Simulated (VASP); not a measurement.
# Pb (Fd-3m) in VASP: further runs

Runs on Pb. Level: LDA. Tasks: single point.

Program: VASP 6.6.1. These are calculated values, not measurements. Logs are shortened: lines on timing, memory, paths and dates and some standing lists are left out, and cuts for length are marked.

### 1 The cell of the first run

The structure is cubic, space group Fd-3m (No. 227). The conventional cell has a = 6.335 Å, b = 6.335 Å, c = 6.335 Å, α = 90.00°, β = 90.00°, γ = 90.00°. Within 3.6 Å of Pb (site symmetry -43m) lie 4 Pb at 2.74 Å.

### 2 Single point, LDA (volume scaled by 0.8)

INCAR reads:

```
SYSTEM = Pb
PREC     = Accurate       ! precision mode
ENCUT    = 520            ! plane-wave cutoff, eV
EDIFF    = 1E-6           ! SCF threshold, eV
ISMEAR   = -1             ! smearing method
SIGMA    = 0.08           ! smearing width, eV
LREAL    = .False.        ! projectors in reciprocal space
LASPH    = .True.         ! aspherical terms in the spheres
NELM     = 80             ! most SCF steps
ALGO     = Normal         ! electronic algorithm
ISIF     = 2              ! what is computed and relaxed
LWAVE    = .False.        ! write WAVECAR
LCHARG   = .False.        ! write CHGCAR
GGA      = CA             ! functional
NBANDS   = 21             ! bands
```

KPOINTS reads:

```
Automatic mesh
0
Gamma
  10 10 10
  0 0 0
```

POSCAR reads:

```
Pb
1.0
    0.0000000000      3.1675313602      3.1675313602
    3.1675313602      0.0000000000      3.1675313602
    3.1675313602      3.1675313602      0.0000000000
Pb
2
Direct
   -0.1250000000     -0.1250000000     -0.1250000000
    0.1250000000      0.1250000000      0.1250000000
```

Potentials or basis: VASP PAW LDA potentials, release 64 (Pb_d).

Run with:

```bash
$ cat potpaw_LDA.64/Pb_d/POTCAR > POTCAR
$ mpirun -np 1 vasp_std > vasp.out
```

OUTCAR:

```text
SYSTEM = Pb
   PREC = Accurate
   ENCUT = 520
   EDIFF = 1E-6
   ISMEAR = -1
   LREAL = .False.
   LASPH = .True.
   NELM = 80
   ISIF = 2
   GGA = CA

 ion  position               nearest neighbor table
   1  0.875  0.875  0.875-   2 2.74   2 2.74   2 2.74   2 2.74
   2  0.125  0.125  0.125-   1 2.74   1 2.74   1 2.74   1 2.74

  LATTYP: Found a face centered cubic cell.
 ALAT       =     6.3350627204

  Lattice vectors:

 A1 = (   0.0000000000,   3.1675313602,   3.1675313602)
 A2 = (   3.1675313602,   0.0000000000,   3.1675313602)
 A3 = (   3.1675313602,   3.1675313602,   0.0000000000)

Analysis of symmetry for initial positions (statically):
=====================================================================
 Subroutine PRICEL returns:
 Original cell was already a primitive cell.

 Routine SETGRP: Setting up the symmetry group for a
 face centered cubic supercell.

 Subroutine GETGRP returns: Found 48 space group operations
 (whereof 12 operations were pure point group operations)
 out of a pool of 48 trial point group operations.

The static configuration has the point symmetry D_3d.
 The point group associated with its full space group is O_h .

Analysis of symmetry for dynamics (positions and initial velocities):
=====================================================================
 Subroutine PRICEL returns:
 Original cell was already a primitive cell.

 Routine SETGRP: Setting up the symmetry group for a
 face centered cubic supercell.

 Subroutine GETGRP returns: Found 48 space group operations
 (whereof 12 operations were pure point group operations)
 out of a pool of 48 trial point group operations.

The dynamic configuration has the point symmetry D_3d.
 The point group associated with its full space group is O_h .

 Subroutine INISYM returns: Found 48 space group operations
 (whereof 12 operations are pure point group operations),
 and found     1 'primitive' translations

----------------------------------------------------------------------------------------

                                     Primitive cell

  volume of cell :      63.5613

  direct lattice vectors                    reciprocal lattice vectors
     0.000000000  3.167531360  3.167531360    -0.157851634  0.157851634  0.157851634
     3.167531360  0.000000000  3.167531360     0.157851634 -0.157851634  0.157851634
     3.167531360  3.167531360  0.000000000     0.157851634  0.157851634 -0.157851634

  length of vectors
     4.479565809  4.479565809  4.479565809     0.273407050  0.273407050  0.273407050

  position of ions in fractional coordinates (direct lattice)
     0.875000000  0.875000000  0.875000000
     0.125000000  0.125000000  0.125000000

  ion indices of the primitive-cell ions
   primitive index   ion index
                 1           1
                 2           2

----------------------------------------------------------------------------------------

 KPOINTS: Automatic mesh

Automatic generation of k-mesh.
 Grid dimensions read from file:
 generate k-points for:   10   10   10

 Generating k-lattice:

  Cartesian coordinates                     Fractional coordinates (reciprocal lattice)
    -0.015785163  0.015785163  0.015785163     0.100000000  0.000000000  0.000000000
     0.015785163 -0.015785163  0.015785163     0.000000000  0.100000000  0.000000000
     0.015785163  0.015785163 -0.015785163     0.000000000  0.000000000  0.100000000

  Length of vectors
     0.027340705  0.027340705  0.027340705

  Shift w.r.t. Gamma in fractional coordinates (k-lattice)
     0.000000000  0.000000000  0.000000000

 Subroutine IBZKPT returns following result:
 ===========================================

 Found     47 irreducible k-points:

 Following reciprocal coordinates:
            Coordinates               Weight
  0.000000  0.000000  0.000000      1.000000
  0.100000  0.000000  0.000000      8.000000
  0.200000  0.000000  0.000000      8.000000
  0.300000  0.000000  0.000000      8.000000
  0.400000  0.000000  0.000000      8.000000
  0.500000  0.000000  0.000000      4.000000
[... 16 lines left out ...]
  0.300000  0.300000  0.000000      6.000000
  0.400000  0.300000  0.000000     24.000000
 [... further k-points ...]
   k-points           NKPTS =     47   k-points in BZ     NKDIM =     47   number of bands    NBANDS=     21
   number of dos      NEDOS =    301   number of ions     NIONS =      2
   total plane-waves  NPLWV =  46656
   dimension x,y,z NGX =    36 NGY =   36 NGZ =   36
   dimension x,y,z NGXF=    72 NGYF=   72 NGZF=   72
   ions per type =               2
   NGX,Y,Z   is equivalent  to a cutoff of  13.36, 13.36, 13.36 a.u.
   NGXF,Y,Z  is equivalent  to a cutoff of  26.72, 26.72, 26.72 a.u.
 SYSTEM =  Pb
   PREC   = accura    normal or accurate (medium, high low for compatibility)
   ISTART =      0    job   : 0-new  1-cont  2-samecut
   ICHARG =      2    charge: 1-file 2-atom 10-const
   ISPIN  =      1    spin polarized calculation?
   LNONCOLLINEAR =      F non collinear calculations
   LSORBIT =      F    spin-orbit coupling
   LASPH  =      T    aspherical Exc in radial PAW
   ENCUT  =  520.0 eV  38.22 Ry    6.18 a.u.   8.33  8.33  8.33*2*pi/ulx,y,z
   NELM   =     80;   NELMIN=  2; NELMDL= -5     # of ELM steps
   EDIFF  = 0.1E-05   stopping-criterion for ELM
   LREAL  =      F    real-space projection
   EDIFFG = 0.1E-04   stopping-criterion for IOM
   NSW    =      0    number of steps for IOM
   IBRION =     -1    ionic relax: 0-MD 1-quasi-New 2-CG
   NFREE  =      0    steps in history (QN), initial steepest desc. (CG)
   ISIF   =      2    stress and relaxation
   ISYM   =      2    0-nonsym 1-usesym 2-fastsym
   POTIM  = 0.5000    time-step for ionic-motion
   TEBEG  =    0.0;   TEEND  =   0.0 temperature during run
   PSTRESS=    0.0 pullay stress
   NELECT =      28.0000    total number of electrons
   NUPDOWN=      -1.0000    fix difference up-down
   EMIN   =  10.00;   EMAX   =-10.00  energy-range for DOS
   EFERMI =   0.00;   METHOD = LEGACY
   ISMEAR =    -1;   SIGMA  =   0.08  broadening in eV -4-tet -1-fermi 0-gaus
   EFERMI_NEDOS =   21; number of points for ismear=-14 and -15
   IALGO  =     38    algorithm
   IMIX   =      4    mixing-type and parameters
     AMIX     =   0.40;   BMIX     =  1.00
     AMIX_MAG =   1.60;   BMIX_MAG =  1.00
  volume/ion in A,a.u.               =      31.78       214.47
  Fermi-wavevector in a.u.,A,eV,Ry     =   1.245652  2.353940 21.111451  1.551648
  Thomas-Fermi vector in A             =   2.379864
   LORBIT       =      0    0 simple, 1 ext, 2 COOP (PROOUT), +10 PAW based schemes
   GGA     = CA    functional components
   LHFCALC =     F    Hartree Fock is set to
   AEXX    =    0.0000 exact exchange contribution
   IVDW    =     0    specifies the selected vdW correction
   LEPSILON=     F    determine dielectric tensor
   LRPA    =     F    only Hartree local field effects (RPA)
 non-spin polarized calculation
  energy-cutoff  :      520.00
  volume of cell :       63.56
 maximum number of plane-waves:      1736
 NGX is ok and might be reduce to    36
   NGX = 17   NGY = 17   NGZ = 17

 number of electron      27.9999998 magnetization

 Free energy of the ion-electron system (eV)
  ---------------------------------------------------
  ext. energy  EPLUGINS =         0.00000000
  ---------------------------------------------------
  free energy    TOTEN  =        -7.36112039 eV

  energy without entropy =       -7.35721215  energy(sigma->0) =       -7.35916627

 E-fermi :   6.7496     XC(G=0):  -9.8659

 val. band max:        6.5484935960   @ k =   0.2000   0.0000   0.0000
 cond. band min:       6.9127854759   @ k =  -0.1000   0.1000   0.0000
 fundamental gap:      0.3642918799
 Fermi energy:         6.7495803004

 k-point     1 :       0.0000    0.0000    0.0000
  band No.  band energies     occupation
      1     -11.2426      2.00000
      2     -11.2426      2.00000
      3     -11.2426      2.00000
      4     -11.1134      2.00000
      5     -11.1134      2.00000
      6     -10.3286      2.00000
[... 13 lines left out ...]
     20      14.6537      0.00000
     21      14.6537      0.00000

 k-point     2 :       0.1000    0.0000    0.0000
  band No.  band energies     occupation
      1     -11.2638      2.00000
      2     -11.2638      2.00000
      3     -11.2398      2.00000
      4     -11.0832      2.00000
      5     -11.0832      2.00000
      6     -10.3505      2.00000
[... 13 lines left out ...]
     20      14.2540      0.00000
     21      14.2999      0.00000

 k-point     3 :       0.2000    0.0000    0.0000
  band No.  band energies     occupation
      1     -11.2954      2.00000
      2     -11.2954      2.00000
      3     -11.2325      2.00000
      4     -11.0300      2.00000
      5     -11.0300      2.00000
      6     -10.3874      2.00000
[... 13 lines left out ...]
     20      14.0336      0.00000
     21      14.0336      0.00000

 k-point     4 :       0.3000    0.0000    0.0000
  band No.  band energies     occupation
      1     -11.3156      2.00000
      2     -11.3156      2.00000
      3     -11.2231      2.00000
      4     -10.9877      2.00000
      5     -10.9877      2.00000
      6     -10.4300      2.00000
[... 13 lines left out ...]
     20      14.3447      0.00000
     21      14.3447      0.00000

 k-point     5 :       0.4000    0.0000    0.0000
  band No.  band energies     occupation
      1     -11.3241      2.00000
      2     -11.3241      2.00000
      3     -11.2154      2.00000
      4     -10.9666      2.00000
      5     -10.9666      2.00000
      6     -10.4677      2.00000
[... 13 lines left out ...]
     20      15.1385      0.00000
     21      15.1385      0.00000
[... 382 lines left out ...]
     20      14.4373      0.00000
     21      15.8108      0.00000

 k-point    22 :      -0.2000    0.2000    0.0000
  band No.  band energies     occupation
      1     -11.3490      2.00000
      2     -11.3437      2.00000
      3     -11.1710      2.00000
      4     -10.9944      2.00000
      5     -10.9011      2.00000
      6     -10.5185      2.00000
[... 13 lines left out ...]
     20      14.4646      0.00000
     21      15.4158      0.00000

 k-point    23 :       0.3000    0.3000    0.0000
  band No.  band energies     occupation
      1     -11.3206      2.00000
      2     -11.3206      2.00000
      3     -11.2743      2.00000
      4     -10.9295      2.00000
      5     -10.7868      2.00000
      6     -10.7786      2.00000
[... 13 lines left out ...]
     20      15.5740      0.00000
     21      16.8210      0.00000

 k-point    24 :       0.4000    0.3000    0.0000
  band No.  band energies     occupation
      1     -11.3598      2.00000
      2     -11.3363      2.00000
      3     -11.2186      2.00000
      4     -10.8713      2.00000
      5     -10.8481      2.00000
      6     -10.7241      2.00000
[... 13 lines left out ...]
     20      16.2378      0.00000
     21      16.9094      0.00000

 [... further k-points ...]
[... 5 lines left out ...]
  --------------------------------------------------------------------------------------
  -------------------------------------------------------------------------------------
  Total        5.1728025      5.1728025      5.1728025     -0.0000000     -0.0000000     -0.0000000
  in kB      130.3898279    130.3898279    130.3898279     -0.0000000     -0.0000000     -0.0000000
  external PRESSURE =     130.3898279 kB  Pullay stress =       0.0000000 kB

 VOLUME and BASIS-vectors are now :
 -----------------------------------------------------------------------------
  energy-cutoff  :      520.00
  volume of cell :       63.56
      direct lattice vectors                 reciprocal lattice vectors
     0.000000000  3.167531360  3.167531360    -0.157851634  0.157851634  0.157851634
     3.167531360  0.000000000  3.167531360     0.157851634 -0.157851634  0.157851634
     3.167531360  3.167531360  0.000000000     0.157851634  0.157851634 -0.157851634

 POSITION                                       TOTAL-FORCE (eV/Angst)
 -----------------------------------------------------------------------------------
      5.54318      5.54318      5.54318        -0.000000     -0.000000     -0.000000
      0.79188      0.79188      0.79188         0.000000      0.000000      0.000000
 -----------------------------------------------------------------------------------
    total drift:                                0.000000      0.000000      0.000000

  FREE ENERGIE OF THE ION-ELECTRON SYSTEM (eV)
  ---------------------------------------------------
  free  energy   TOTEN  =        -7.3611203932 eV

  energy  without entropy=       -7.3572121475  energy(sigma->0) =       -7.35916627
```

Wall time 19 s (1 thread of Intel Xeon 6975P-C (Granite Rapids), shared host); peak memory 0.19 GiB.

What came out:

```
Free energy            : -7.3611 eV
Pressure               : 13.0 GPa
Band gap on the k mesh : zero (band 14 reaches 7.22 eV, above the bottom of band 15 at 5.87 eV)
```

Caveat: spin-orbit coupling is left out, which moves the levels of the heavy elements.

### 3 Single point, LDA (volume scaled by 0.9)

INCAR reads:

```
ALGO = Normal
EDIFF = 1E-7
ENCUT = 520
GGA = CA
ISIF = 2
ISMEAR = -1
LASPH = True
LCHARG = True
LELF = True
LREAL = False
LVHAR = True
LWAVE = False
NBANDS = 21
NELM = 80
PREC = Accurate
SIGMA = 0.08
```

KPOINTS reads:

```
k-points
0
Gamma
  10 10 10
```

POSCAR reads:

```
Pb
1.0
    0.0000000000      3.2943653707      3.2943653707
    3.2943653707      0.0000000000      3.2943653707
    3.2943653707      3.2943653707      0.0000000000
Pb
2
Direct
   -0.1250000000     -0.1250000000     -0.1250000000
    0.1250000000      0.1250000000      0.1250000000
```

Potentials or basis: VASP PAW LDA potentials, release 64 (Pb_d).

Run with:

```bash
$ cat potpaw_LDA.64/Pb_d/POTCAR > POTCAR
$ mpirun -np 1 vasp_std > vasp.out
```

OUTCAR:

```text
EDIFF = 1E-7
   ENCUT = 520
   GGA = CA
   ISIF = 2
   ISMEAR = -1
   LASPH = True
   LREAL = False
   NELM = 80
   PREC = Accurate

 ion  position               nearest neighbor table
   1  0.875  0.875  0.875-   2 2.85   2 2.85   2 2.85   2 2.85
   2  0.125  0.125  0.125-   1 2.85   1 2.85   1 2.85   1 2.85

  LATTYP: Found a face centered cubic cell.
 ALAT       =     6.5887307414

  Lattice vectors:

 A1 = (   0.0000000000,   3.2943653707,   3.2943653707)
 A2 = (   3.2943653707,   0.0000000000,   3.2943653707)
 A3 = (   3.2943653707,   3.2943653707,   0.0000000000)

Analysis of symmetry for initial positions (statically):
=====================================================================
 Subroutine PRICEL returns:
 Original cell was already a primitive cell.

 Routine SETGRP: Setting up the symmetry group for a
 face centered cubic supercell.

 Subroutine GETGRP returns: Found 48 space group operations
 (whereof 12 operations were pure point group operations)
 out of a pool of 48 trial point group operations.

[... 151 lines left out ...]
   NGX = 17   NGY = 17   NGZ = 17

 number of electron      27.9999995 magnetization

 Free energy of the ion-electron system (eV)
  ---------------------------------------------------
  ext. energy  EPLUGINS =         0.00000000
  ---------------------------------------------------
  free energy    TOTEN  =        -7.78438209 eV

  energy without entropy =       -7.77773809  energy(sigma->0) =       -7.78106009

 E-fermi :   5.3575     XC(G=0):  -9.3256

 val. band max:        5.2045765577   @ k =   0.1000   0.1000   0.0000
 cond. band min:       5.5319697166   @ k =  -0.1000   0.1000   0.0000
 fundamental gap:      0.3273931589
 Fermi energy:         5.3574710324

 k-point     1 :       0.0000    0.0000    0.0000
  band No.  band energies     occupation
      1     -12.1615      2.00000
      2     -12.1615      2.00000
      3     -12.1615      2.00000
      4     -12.0577      2.00000
      5     -12.0577      2.00000
      6     -11.4634      2.00000
[... 565 lines left out ...]
     20      14.4150      0.00000
     21      15.1781      0.00000

 [... further k-points ...]
[... 5 lines left out ...]
  --------------------------------------------------------------------------------------
  -------------------------------------------------------------------------------------
  Total        2.0858427      2.0858427      2.0858427      0.0000000      0.0000000      0.0000000
  in kB       46.7354945     46.7354945     46.7354945      0.0000000      0.0000000      0.0000000
  external PRESSURE =      46.7354945 kB  Pullay stress =       0.0000000 kB

 VOLUME and BASIS-vectors are now :
 -----------------------------------------------------------------------------
  energy-cutoff  :      520.00
  volume of cell :       71.51
      direct lattice vectors                 reciprocal lattice vectors
     0.000000000  3.294365371  3.294365371    -0.151774301  0.151774301  0.151774301
     3.294365371  0.000000000  3.294365371     0.151774301 -0.151774301  0.151774301
     3.294365371  3.294365371  0.000000000     0.151774301  0.151774301 -0.151774301

 POSITION                                       TOTAL-FORCE (eV/Angst)
 -----------------------------------------------------------------------------------
      5.76514      5.76514      5.76514        -0.000000     -0.000000     -0.000000
      0.82359      0.82359      0.82359         0.000000      0.000000      0.000000
 -----------------------------------------------------------------------------------
    total drift:                                0.000000      0.000000      0.000000

  FREE ENERGIE OF THE ION-ELECTRON SYSTEM (eV)
  ---------------------------------------------------
  free  energy   TOTEN  =        -7.7843820910 eV

  energy  without entropy=       -7.7777380885  energy(sigma->0) =       -7.78106009
```

stdout:

```text
POSCAR found type information on POSCAR Pb
 POSCAR found :  1 types and       2 ions
 scaLAPACK will be used
 LDA part: xc-table for (Slater(with rela. corr.)+CA(PZ))
 , standard interpolation
 POSCAR, INCAR and KPOINTS ok, starting setup
 FFT: planning ... GRIDC
 FFT: planning ... GRID_SOFT
 FFT: planning ... GRID
 WAVECAR not read
 entering main loop
```

Wall time 24 s (1 thread of Intel Xeon 6975P-C (Granite Rapids), shared host); peak memory 0.2 GiB.

Results:

* Free energy: -7.7844 eV
* Pressure: 4.7 GPa
* Band gap on the k mesh: zero (band 14 reaches 5.79 eV, above the bottom of band 15 at 4.41 eV)

Caveat: spin-orbit coupling is left out, which moves the levels of the heavy elements.
